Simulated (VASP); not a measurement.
# Sc5Al: relaxation of cell and atoms with PBE

Crystal: Sc5Al.

```
CELL_PARAMETERS angstrom
2.94068 0.00000 0.00000
0.00000 2.94068 0.00000
0.00000 0.00000 12.47625
ATOMIC_POSITIONS crystal
Sc 0.00000 0.00000 0.66667
Sc 0.50000 0.50000 0.83333
Sc 0.00000 0.00000 0.00000
Sc 0.50000 0.50000 0.16667
Sc 0.00000 0.00000 0.33333
Al 0.50000 0.50000 0.50000
```

```json
{"Program": "VASP 6.6.1", "Task": "relaxation of cell and atoms", "Functional": "PBE", "Potentials or basis": "VASP PAW PBE potentials, release 64 (Sc_sv, Al)", "Cutoff": "600 eV", "k mesh": "6 × 6 × 2", "Occupations": "gaussian, width 0.1 eV", "Spin": "no spin polarisation", "Dipole correction": "no", "Further INCAR settings": "ALGO = Normal; EDIFF = 1e-07; IBRION = 2; EDIFFG = -0.04; NSW = 90; ISIF = 3"}
```

```yaml
Relaxed_volume: 23.04 Å³/atom
Relaxed_cell: a = 3.260 Å, b = 3.260 Å, c = 13.010 Å, α = 90.00°, β = 90.00°, γ = 90.00°
Space_group_after_relaxing_to_0.1_Å: P4/mmm (No. 123)
Energy_gained_by_relaxing: 329.5 meV/atom
Ionic_steps: 14
Pressure_after_relaxing: -0.1 GPa
Largest_force_after_relaxing: 0.010 eV/Å
Band_gap_on_the_k_mesh: zero (bands 29 and 30 overlap by 0.69 eV)
```

Forces in eV/Å, atoms in the order of the input:
```
Sc   0.000  0.000  0.005
Sc   0.000  0.000  0.010
Sc   0.000  0.000  0.000
Sc   0.000  0.000 -0.010
Sc   0.000  0.000 -0.005
Al   0.000  0.000  0.000
```

Stress tensor (GPa, compression positive):
```
-0.18  0.00  0.00
 0.00 -0.18  0.00
 0.00  0.00  0.10
```

Step by step:
```csv
step,energy change (eV),largest force (eV/Å),pressure (GPa),volume (Å³)
1,0.0000,1.3736,20.76,107.89
2,-1.6216,0.6254,-3.91,148.52
3,-1.7414,0.7613,-0.26,138.17
4,-1.7413,0.7518,-0.53,138.83
5,-1.8025,0.6186,-0.43,138.48
6,-1.9217,0.2840,0.03,137.41
7,-1.8806,0.6022,1.88,135.08
8,-1.9525,0.2679,0.53,136.59
9,-1.9536,0.2647,0.67,136.39
10,-1.9629,0.1595,-0.86,140.08
11,-1.9645,0.1884,-0.44,139.03
12,-1.9745,0.0751,-0.12,138.30
13,-1.9761,0.0147,0.08,137.87
14,-1.9772,0.0097,-0.08,138.25
```

Final structure:
```cif
data_structure
_symmetry_space_group_name_H-M 'P 1'
_symmetry_Int_Tables_number 1
_cell_length_a 3.2598
_cell_length_b 3.2598
_cell_length_c 13.0105
_cell_angle_alpha 90.000
_cell_angle_beta 90.000
_cell_angle_gamma 90.000
_cell_volume 138.25
loop_
_atom_site_label
_atom_site_type_symbol
_atom_site_fract_x
_atom_site_fract_y
_atom_site_fract_z
_atom_site_occupancy
Sc1 Sc 0.00000 0.00000 0.64343 1
Sc2 Sc 0.50000 0.50000 0.82235 1
Sc3 Sc 0.00000 0.00000 0.00000 1
Sc4 Sc 0.50000 0.50000 0.17765 1
Sc5 Sc 0.00000 0.00000 0.35657 1
Al1 Al 0.50000 0.50000 0.50000 1
```

Levels at points of the mesh, in eV from the Fermi level:
| k point | band 27 | band 28 | band 29 | band 30 | band 31 | band 32 |
| --- | --- | --- | --- | --- | --- | --- |
| (0.00, 0.00, 0.00) | -0.54 | -0.16 | 0.11 | 0.88 | 1.33 | 1.41 |
| (0.50, 0.00, 0.00) | -0.79 | -0.39 | 0.16 | 0.21 | 0.33 | 0.65 |
| (0.50, 0.50, 0.00) | -0.88 | -0.49 | -0.49 | 0.07 | 0.07 | 0.42 |
| (0.00, 0.00, 0.50) | -0.49 | -0.31 | 0.31 | 0.73 | 1.38 | 1.39 |
| (0.50, 0.00, 0.50) | -0.76 | -0.34 | 0.19 | 0.21 | 0.21 | 0.59 |
| (0.50, 0.50, 0.50) | -1.00 | -0.43 | -0.43 | -0.14 | -0.14 | 0.79 |

Run time: 10 min on 1 thread of AMD EPYC 9R45 96-Core Processor (Zen 5), with other jobs on the host, peak memory 0.24 GiB.

Caveat: the volume moved by over 15 % at a fixed basis, so the end points are rough.
